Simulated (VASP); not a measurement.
Write the native input for VASP 6.6.1 that does the following.

```yaml
Task: single point
Functional: PBE
Potentials_or_basis: VASP PAW PBE potentials, release 64 (Te, Nb_sv)
Cutoff: 520 eV
k_mesh: 8 × 8 × 7
Occupations: gaussian, width 0.022 eV
Spin: no spin polarisation
Dipole_correction: no
Further_INCAR_settings: ALGO = Normal; EDIFF = 1e-06; NBANDS = 16
```

The structure of NbTe lies in POSCAR:

```
NbTe
1.0
    3.7029743866      0.0000000000      0.0000000000
   -1.8514871933      3.2068698884      0.0000000000
    0.0000000000      0.0000000000      3.6942110000
Te Nb
1 1
Direct
    0.6666666667      0.3333333333      0.0000000000
    0.0000000000      0.0000000000      0.5000000000
```

One way to write it, as run:

INCAR

```
SYSTEM = NbTe
PREC = Accurate
ENCUT = 520
EDIFF = 1E-6
ISMEAR = 0
SIGMA = 0.022
LREAL = .False.
LASPH = .True.
NELM = 80
ALGO = Normal
ISIF = 2
LWAVE = .False.
LCHARG = .False.
GGA = PE
NBANDS = 16
```

KPOINTS

```
regular mesh
0
Gamma
  8 8 7
  0 0 0
```

Potentials or basis: VASP PAW PBE potentials, release 64 (Te, Nb_sv).

Run with:

```bash
$ cat potpaw_PBE.64/Te/POTCAR potpaw_PBE.64/Nb_sv/POTCAR > POTCAR
$ mpirun -np 1 vasp_std > vasp.out
```

It gave:

```json
{"Pressure": "-0.8 GPa"}
```

Run time: 17 s on 1 thread of Intel(R) Xeon(R) Platinum 8488C (Sapphire Rapids), on a shared host, peak memory 0.17 GiB.
